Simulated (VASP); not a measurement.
# WSe2 (P1) in VASP: single point with PBEsol

Aim: the single point of WSe2 with PBEsol.

Everything below comes from runs of VASP 6.6.1. Logs are shortened: lines on timing, memory, paths and dates and some standing lists are left out, and cuts for length are marked.

### Step 1. The cell of the first run

The typed cell holds 6 atoms: a = 3.271 Å, b = 3.271 Å, c = 13.221 Å, α = 90.00°, β = 90.00°, γ = 120.00°.

### Step 2. Single point, PBEsol (all Se atoms moved 0.8 Å in one direction)

The input, INCAR:

```
SYSTEM = WSe2
ALGO = Normal ; EDIFF = 1E-6
ENCUT = 520 ; GGA = PS
ISIF = 2 ; ISMEAR = 0
LASPH = .True. ; LCHARG = .False.
LREAL = .False. ; LWAVE = .False.
NBANDS = 35 ; NELM = 100
PREC = Accurate ; SIGMA = 0.05
```

The input, KPOINTS:

```
k-points
0
Gamma
  12 12 2
  0 0 0
```

The input, POSCAR:

```
WSe2
1.0
    3.2711504118      0.0000000000      0.0000000000
   -1.6355752059      2.8328993562      0.0000000000
    0.0000000000      0.0000000000     13.2206672084
W Se
2 4
Direct
    0.1854917237      0.6650430471      0.2325694763
    0.5188250570      0.3317097137      0.7325694763
    0.4072541382      0.6674784765      0.6321014244
    0.7405874715      0.3341451431      0.1321014244
    0.4072541382      0.6674784765      0.8853290992
    0.7405874715      0.3341451431      0.3853290992
```

Potentials or basis: VASP PAW PBE potentials, release 64 (W_sv, Se).

Command:

```console
$ cat potpaw_PBE.64/W_sv/POTCAR potpaw_PBE.64/Se/POTCAR > POTCAR
$ mpirun -np 1 vasp_std > vasp.out
```

OUTCAR:

```text
SYSTEM = WSe2
   EDIFF = 1E-6
   ENCUT = 520
   GGA = PS
   ISIF = 2
   ISMEAR = 0
   LASPH = .True.
   LREAL = .False.
   NELM = 100
   PREC = Accurate

 ion  position               nearest neighbor table
   1  0.185  0.665  0.233-   4 1.87   6 2.41   4 2.42   6 2.86   4 2.86
   2  0.519  0.332  0.733-   3 1.87   5 2.41   3 2.41   5 2.85   3 2.87
   3  0.407  0.667  0.632-   2 1.87   2 2.41   2 2.87
   4  0.741  0.334  0.132-   1 1.87   1 2.42   1 2.86
   5  0.407  0.667  0.885-   2 2.41   2 2.85
   6  0.741  0.334  0.385-   1 2.41   1 2.86

  LATTYP: Found a hexagonal cell.
 ALAT       =     3.2711504118
 C/A-ratio  =     4.0415956297

  Lattice vectors:

 A1 = (   3.2711504118,   0.0000000000,   0.0000000000)
 A2 = (  -1.6355752059,   2.8328993562,   0.0000000000)
 A3 = (   0.0000000000,   0.0000000000,  13.2206672084)

Analysis of symmetry for initial positions (statically):
=====================================================================
 Subroutine PRICEL returns:
 Original cell was already a primitive cell.

 Routine SETGRP: Setting up the symmetry group for a
 hexagonal supercell.

 Subroutine GETGRP returns: Found  1 space group operations
 (whereof  1 operations were pure point group operations)
 out of a pool of 24 trial point group operations.

The static configuration has the point symmetry C_1 .

Analysis of symmetry for dynamics (positions and initial velocities):
=====================================================================
 Subroutine PRICEL returns:
 Original cell was already a primitive cell.

 Routine SETGRP: Setting up the symmetry group for a
 hexagonal supercell.

 Subroutine GETGRP returns: Found  1 space group operations
 (whereof  1 operations were pure point group operations)
 out of a pool of 24 trial point group operations.

The dynamic configuration has the point symmetry C_1 .

 Subroutine INISYM returns: Found  1 space group operations
 (whereof  1 operations are pure point group operations),
 and found     1 'primitive' translations

----------------------------------------------------------------------------------------

                                     Primitive cell

  volume of cell :     122.5138

  direct lattice vectors                    reciprocal lattice vectors
     3.271150412  0.000000000  0.000000000     0.305702849  0.176497622  0.000000000
    -1.635575206  2.832899356  0.000000000     0.000000000  0.352995244  0.000000000
     0.000000000  0.000000000 13.220667208     0.000000000  0.000000000  0.075639148

  length of vectors
     3.271150412  3.271150412 13.220667208     0.352995244  0.352995244  0.075639148

  position of ions in fractional coordinates (direct lattice)
     0.185491724  0.665043047  0.232569476
     0.518825057  0.331709714  0.732569476
     0.407254138  0.667478477  0.632101424
     0.740587471  0.334145143  0.132101424
     0.407254138  0.667478477  0.885329099
     0.740587471  0.334145143  0.385329099

  ion indices of the primitive-cell ions
   primitive index   ion index
                 1           1
                 2           2
                 3           3
                 4           4
                 5           5
                 6           6

----------------------------------------------------------------------------------------

 KPOINTS: k-points

Automatic generation of k-mesh.
 Grid dimensions read from file:
 generate k-points for:   12   12    2

 Generating k-lattice:

  Cartesian coordinates                     Fractional coordinates (reciprocal lattice)
     0.025475237  0.014708135  0.000000000     0.083333333  0.000000000  0.000000000
     0.000000000  0.029416270  0.000000000     0.000000000  0.083333333  0.000000000
     0.000000000  0.000000000  0.037819574     0.000000000  0.000000000  0.500000000

  Length of vectors
     0.029416270  0.029416270  0.037819574

  Shift w.r.t. Gamma in fractional coordinates (k-lattice)
     0.000000000  0.000000000  0.000000000

 Subroutine IBZKPT returns following result:
 ===========================================

 Found    148 irreducible k-points:

 Following reciprocal coordinates:
            Coordinates               Weight
  0.000000  0.000000  0.000000      1.000000
  0.083333  0.000000  0.000000      2.000000
  0.000000  0.083333  0.000000      2.000000
 -0.083333  0.083333  0.000000      2.000000
  0.166667  0.000000  0.000000      2.000000
  0.000000  0.166667  0.000000      2.000000
[... 16 lines left out ...]
  0.166667  0.083333  0.000000      2.000000
 -0.083333  0.250000  0.000000      2.000000
 [... further k-points ...]
   k-points           NKPTS =    148   k-points in BZ     NKDIM =    148   number of bands    NBANDS=     35
   number of dos      NEDOS =    301   number of ions     NIONS =      6
   total plane-waves  NPLWV =  56448
   dimension x,y,z NGX =    24 NGY =   24 NGZ =   98
   dimension x,y,z NGXF=    48 NGYF=   48 NGZF=  196
   ions per type =               2   4
   NGX,Y,Z   is equivalent  to a cutoff of  12.20, 12.20, 12.32 a.u.
   NGXF,Y,Z  is equivalent  to a cutoff of  24.39, 24.39, 24.65 a.u.
 SYSTEM =  WSe2
   PREC   = accura    normal or accurate (medium, high low for compatibility)
   ISTART =      0    job   : 0-new  1-cont  2-samecut
   ICHARG =      2    charge: 1-file 2-atom 10-const
   ISPIN  =      1    spin polarized calculation?
   LNONCOLLINEAR =      F non collinear calculations
   LSORBIT =      F    spin-orbit coupling
   LASPH  =      T    aspherical Exc in radial PAW
   ENCUT  =  520.0 eV  38.22 Ry    6.18 a.u.   6.08  6.08 24.58*2*pi/ulx,y,z
   NELM   =    100;   NELMIN=  2; NELMDL= -5     # of ELM steps
   EDIFF  = 0.1E-05   stopping-criterion for ELM
   LREAL  =      F    real-space projection
   EDIFFG = 0.1E-04   stopping-criterion for IOM
   NSW    =      0    number of steps for IOM
   IBRION =     -1    ionic relax: 0-MD 1-quasi-New 2-CG
   NFREE  =      0    steps in history (QN), initial steepest desc. (CG)
   ISIF   =      2    stress and relaxation
   ISYM   =      2    0-nonsym 1-usesym 2-fastsym
   POTIM  = 0.5000    time-step for ionic-motion
   TEBEG  =    0.0;   TEEND  =   0.0 temperature during run
   PSTRESS=    0.0 pullay stress
   NELECT =      52.0000    total number of electrons
   NUPDOWN=      -1.0000    fix difference up-down
   EMIN   =  10.00;   EMAX   =-10.00  energy-range for DOS
   EFERMI =   0.00;   METHOD = LEGACY
   ISMEAR =     0;   SIGMA  =   0.05  broadening in eV -4-tet -1-fermi 0-gaus
   EFERMI_NEDOS =   21; number of points for ismear=-14 and -15
   IALGO  =     38    algorithm
   IMIX   =      4    mixing-type and parameters
     AMIX     =   0.40;   BMIX     =  1.00
     AMIX_MAG =   1.60;   BMIX_MAG =  1.00
  volume/ion in A,a.u.               =      20.42       137.79
  Fermi-wavevector in a.u.,A,eV,Ry     =   1.230309  2.324947 20.594604  1.513661
  Thomas-Fermi vector in A             =   2.365163
   LORBIT       =      0    0 simple, 1 ext, 2 COOP (PROOUT), +10 PAW based schemes
   GGA     = PS    functional components
   LHFCALC =     F    Hartree Fock is set to
   AEXX    =    0.0000 exact exchange contribution
   IVDW    =     0    specifies the selected vdW correction
   LEPSILON=     F    determine dielectric tensor
   LRPA    =     F    only Hartree local field effects (RPA)
 non-spin polarized calculation
 Gauss-broadening in eV      SIGMA  =   0.05
  energy-cutoff  :      520.00
  volume of cell :      122.51
 maximum number of plane-waves:      3354
   NGX = 13   NGY = 13   NGZ = 49

 number of electron      52.0000006 magnetization

 Free energy of the ion-electron system (eV)
  ---------------------------------------------------
  ext. energy  EPLUGINS =         0.00000000
  ---------------------------------------------------
  free energy    TOTEN  =       -32.68977361 eV

  energy without entropy =      -32.68702541  energy(sigma->0) =      -32.68839951

 E-fermi :   6.5055     XC(G=0): -10.7786

 val. band max:        6.5013111289   @ k =   0.0000   0.3333   0.5000
 cond. band min:       6.5148346911   @ k =   0.0833   0.2500   0.5000
 fundamental gap:      0.0135235622
 Fermi energy:         6.5055403387

 k-point     1 :       0.0000    0.0000    0.0000
  band No.  band energies     occupation
      1     -67.9352      2.00000
      2     -67.9350      2.00000
      3     -33.0628      2.00000
      4     -33.0389      2.00000
      5     -32.2604      2.00000
      6     -32.2548      2.00000
[... 27 lines left out ...]
     34      10.6857      0.00000
     35      11.9054      0.00000

 k-point     2 :       0.0833    0.0000    0.0000
  band No.  band energies     occupation
      1     -67.9345      2.00000
      2     -67.9341      2.00000
      3     -33.0699      2.00000
      4     -33.0396      2.00000
      5     -32.2637      2.00000
      6     -32.2616      2.00000
[... 27 lines left out ...]
     34      10.8136      0.00000
     35      12.1094      0.00000

 k-point     3 :       0.0000    0.0833    0.0000
  band No.  band energies     occupation
      1     -67.9343      2.00000
      2     -67.9341      2.00000
      3     -33.0676      2.00000
      4     -33.0439      2.00000
      5     -32.2690      2.00000
      6     -32.2634      2.00000
[... 27 lines left out ...]
     34      10.9351      0.00000
     35      12.2980      0.00000

 k-point     4 :      -0.0833    0.0833    0.0000
  band No.  band energies     occupation
      1     -67.9343      2.00000
      2     -67.9343      2.00000
      3     -33.0634      2.00000
      4     -33.0462      2.00000
      5     -32.2692      2.00000
      6     -32.2560      2.00000
[... 27 lines left out ...]
     34      10.7936      0.00000
     35      12.1109      0.00000

 k-point     5 :       0.1667    0.0000    0.0000
  band No.  band energies     occupation
      1     -67.9324      2.00000
      2     -67.9315      2.00000
      3     -33.0912      2.00000
      4     -33.0415      2.00000
      5     -32.2861      2.00000
      6     -32.2648      2.00000
[... 638 lines left out ...]
 k-point    22 :      -0.1667    0.0833    0.0000
  band No.  band energies     occupation
      1     -67.9329      2.00000
      2     -67.9327      2.00000
      3     -33.0735      2.00000
      4     -33.0497      2.00000
      5     -32.2716      2.00000
      6     -32.2662      2.00000
[... 27 lines left out ...]
     34      10.7644      0.00000
     35      12.3394      0.00000

 k-point    23 :       0.1667    0.0833    0.0000
  band No.  band energies     occupation
      1     -67.9305      2.00000
      2     -67.9290      2.00000
      3     -33.1156      2.00000
      4     -33.0445      2.00000
      5     -32.3111      2.00000
      6     -32.2750      2.00000
[... 27 lines left out ...]
     34      11.0814      0.00000
     35      12.6603      0.00000

 k-point    24 :      -0.0833    0.2500    0.0000
  band No.  band energies     occupation
      1     -67.9299      2.00000
      2     -67.9293      2.00000
      3     -33.0861      2.00000
      4     -33.0809      2.00000
      5     -32.3171      2.00000
      6     -32.2896      2.00000
[... 27 lines left out ...]
     34      11.2462      0.00000
     35      12.9939      0.00000

 [... further k-points ...]

------------------------ aborting loop because EDIFF is reached ----------------------------------------

  FORCE on cell =-STRESS in cart. coord.  units (eV):
  Direction    XX          YY          ZZ          XY          YZ          ZX
  --------------------------------------------------------------------------------------
  -------------------------------------------------------------------------------------
  Total       22.7669615     25.8118219     47.4821693      0.1910205      0.3691258     27.9511503
  in kB      297.7355017    337.5547394    620.9492420      2.4980753      4.8272522    365.5318586
  external PRESSURE =     418.7464944 kB  Pullay stress =       0.0000000 kB

 VOLUME and BASIS-vectors are now :
 -----------------------------------------------------------------------------
  energy-cutoff  :      520.00
  volume of cell :      122.51
      direct lattice vectors                 reciprocal lattice vectors
     3.271150412  0.000000000  0.000000000     0.305702849  0.176497622  0.000000000
    -1.635575206  2.832899356  0.000000000     0.000000000  0.352995244  0.000000000
     0.000000000  0.000000000 13.220667208     0.000000000  0.000000000  0.075639148

 POSITION                                       TOTAL-FORCE (eV/Angst)
 -----------------------------------------------------------------------------------
     -0.48096      1.88400      3.07472        12.492131     10.049440     18.795055
      1.15462      0.93970      9.68506        12.054607     -9.661060     18.292227
      0.24048      1.89090      8.35680       -11.406007      9.809676    -18.132023
      1.87605      0.94660      1.74647       -11.812325    -10.154571    -18.638019
      0.24048      1.89090     11.70464        -0.648899     -0.165308     -0.160893
      1.87605      0.94660      5.09431        -0.679507      0.121823     -0.156348
 -----------------------------------------------------------------------------------
    total drift:                               -0.000077      0.000056     -0.000608

  FREE ENERGIE OF THE ION-ELECTRON SYSTEM (eV)
  ---------------------------------------------------
  free  energy   TOTEN  =       -32.6897736149 eV

  energy  without entropy=      -32.6870254061  energy(sigma->0) =      -32.68839951
```

It took 3.8 min on 1 thread of Intel Xeon 6975P-C (Granite Rapids), shared host; peak memory 0.6 GiB.

What came out:

```yaml
Free_energy: -32.6898 eV
Pressure: 41.9 GPa
Largest_force: 24.704 eV/Å
Band_gap_on_the_k_mesh: zero (bands 26 and 27 overlap by 0.61 eV)
```

Forces in eV/Å, atoms in the order of the input:
```
W    12.492  10.049  18.795
W    12.055  -9.661  18.292
Se  -11.406   9.810 -18.132
Se  -11.812 -10.155 -18.638
Se   -0.649  -0.165  -0.161
Se   -0.680   0.122  -0.156
```

Levels at points of the mesh, in eV from the Fermi level:
| k point | band 23 | band 24 | band 25 | band 26 | band 27 | band 28 | band 29 | band 30 |
| --- | --- | --- | --- | --- | --- | --- | --- | --- |
| (0.00, 0.00, 0.00) | -0.76 | -0.75 | -0.66 | -0.01 | 1.14 | 1.29 | 1.60 | 1.65 |
| (0.50, 0.00, 0.00) | -2.72 | -1.07 | -0.37 | 0.38 | 0.78 | 0.95 | 1.32 | 1.77 |
| (0.00, 0.50, 0.00) | -1.36 | -1.10 | -0.71 | -0.60 | 0.57 | 0.71 | 0.83 | 1.07 |
| (0.50, 0.50, 0.00) | -2.70 | -1.07 | -0.33 | 0.38 | 0.79 | 0.95 | 1.31 | 1.75 |
| (0.00, 0.00, 0.50) | -0.76 | -0.75 | -0.39 | -0.38 | 1.22 | 1.25 | 1.62 | 1.62 |
| (0.50, 0.00, 0.50) | -2.71 | -1.11 | -0.34 | 0.34 | 0.86 | 0.92 | 1.34 | 1.82 |
| (0.00, 0.50, 0.50) | -1.25 | -1.24 | -0.65 | -0.65 | 0.70 | 0.71 | 0.91 | 0.92 |
| (0.50, 0.50, 0.50) | -2.70 | -1.12 | -0.30 | 0.34 | 0.85 | 0.93 | 1.33 | 1.81 |

Caveat: the cell differs from its parent crystal (all Se atoms moved 0.8 Å in one direction); atoms lie so close that the PAW spheres overlap strongly, which falsifies energies and pressures; the stress differs along the axes, from 30 to 62 GPa; the PAW data sets were made with another functional, which shifts forces and pressure a little; spin-orbit coupling is left out, which moves the levels of the heavy elements.
